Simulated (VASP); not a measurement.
Set up this calculation in VASP 6.6.1, as the native input.

```
Task                   : single point
Functional             : PBE
Potentials or basis    : VASP PAW PBE potentials, release 64 (Sr_sv, O)
Cutoff                 : 520 eV
k mesh                 : 8 × 8 × 8
Occupations            : gaussian, width 0.05 eV
Spin                   : no spin polarisation
Dipole correction      : no
Further INCAR settings : ALGO = Normal; EDIFF = 1e-06; NBANDS = 15
```

The structure of SrO lies in POSCAR:

```
SrO
1.0
    0.0000000000      2.7012874288      2.8051830992
    2.7012874288      0.0000000000      2.8051830992
    2.7012874288      2.7012874288      0.0000000000
Sr O
1 1
Direct
    0.0000000000      0.0000000000      0.0000000000
    0.5000000000      0.5000000000      0.5000000000
```

This cell differs from its parent crystal: strain +0.040 along x and y, +0.080 along z.

One way to write it, as run:

INCAR

```
SYSTEM = SrO
PREC = Accurate
ENCUT = 520
EDIFF = 1E-6
ISMEAR = 0
SIGMA = 0.05
LREAL = .FALSE.
LASPH = .TRUE.
NELM = 80
ALGO = Normal
ISIF = 2
LWAVE = .FALSE.
LCHARG = .FALSE.
GGA = PE
NBANDS = 15
```

KPOINTS

```
Automatic mesh
0
G
  8 8 8
  0 0 0
```

Potentials or basis: VASP PAW PBE potentials, release 64 (Sr_sv, O).

Command:

```console
$ cat potpaw_PBE.64/Sr_sv/POTCAR potpaw_PBE.64/O/POTCAR > POTCAR
$ mpirun -np 1 vasp_std > vasp.out
```

It gave:

The pressure is -8.9 GPa. The band gap on the k mesh is 2.76 eV, direct.

Caveat: the cell differs from its parent crystal (strain +0.040 along x and y, +0.080 along z).

It took 38 s on 1 thread of Intel Xeon 6975P-C (shared host), peak memory 0.19 GiB.
